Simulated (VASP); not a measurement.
Input of a VASP 6.6.1 run:

The input INCAR:

```
ALGO = Normal
EDIFF = 1E-6
EDIFFG = -0.01
ENCUT = 600
IBRION = 2
ISIF = 3
ISMEAR = -1
LASPH = T
LCHARG = F
LREAL = F
LWAVE = F
NELM = 80
NSW = 60
PREC = Accurate
SIGMA = 0.05
```

Contents of KPOINTS:

```
k-points
0
Gamma
  7 7 7
```

POSCAR

```
TiSi2
1.0
    0.0000000000      4.1175163063      4.2628978354
    2.3895119538      0.0000000000      4.2628978354
    2.3895119538      4.1175163063      0.0000000000
Ti Si
2 4
Direct
    0.7500000000      0.7500000000      0.7500000000
    0.5000000000      0.5000000000      0.5000000000
    0.4125656100      0.0874343900      0.4125656100
    0.0874343900      0.4125656100      0.0874343900
    0.1625656100      0.8374343900      0.1625656100
    0.8374343900      0.1625656100      0.8374343900
```

Potentials or basis: VASP PAW LDA potentials, release 64 (Ti_sv, Si).

Command:

```console
$ cat potpaw_LDA.64/Ti_sv/POTCAR potpaw_LDA.64/Si/POTCAR > POTCAR
$ mpirun -np 1 vasp_std > vasp.out
```

(1) Predict the space group after relaxing (to 0.05 Å).

(2) Predict the band gap on the k mesh.

## Answers

(1) Fddd (No. 70).

(2) zero (band 20 reaches 11.21 eV, above the bottom of band 21 at 9.37 eV).
